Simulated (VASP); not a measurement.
The system is Mg.

```xyz
2
Lattice="3.2093 0.0000 0.0000 -1.6046 2.7793 0.0000 0.0000 0.0000 5.2103" Properties=species:S:1:pos:R:3 pbc="T T T"
Mg    0.0000    1.8529    1.3026
Mg    1.6047    0.9264    3.9077
```

| Property | Result |
| --- | --- |
| Program | VASP 6.6.1 |
| Task | relaxation of volume and atoms at fixed shape |
| Functional | LDA |
| Potentials or basis | VASP PAW LDA potentials, release 64 (Mg_sv) |
| Cutoff | 840 eV |
| k mesh | 8 × 8 × 5 |
| Occupations | fermi-dirac, width 0.05 eV |
| Spin | no spin polarisation |

At the start: pressure -2.8 GPa; volume 23.24 Å³/atom.

**Question.** Where does the relaxation end?

**Answer.** Over 3 steps the energy falls by 15.0 meV/atom and the volume is 21.56 Å³/atom (-7.2 %); space group P6_3/mmc (No. 194, to 0.1 Å) before and after.

The path:
| step | energy change (eV) | largest force (eV/Å) | pressure (GPa) | volume (Å³) |
| --- | --- | --- | --- | --- |
| 1 | 0.0000 | 0.0000 | -2.77 | 46.47 |
| 2 | -0.0287 | 0.0000 | -0.64 | 43.82 |
| 3 | -0.0300 | 0.0000 | 0.02 | 43.13 |

Final structure:
```yaml
crystal:
  lattice:
    - [3.13034, 0.00000, 0.00000]
    - [-1.56517, 2.71096, 0.00000]
    - [0.00000, 0.00000, 5.08211]
  atoms:
    - { symbol: Mg, position: [0.33333, 0.66667, 0.25000] }
    - { symbol: Mg, position: [0.66667, 0.33333, 0.75000] }
```
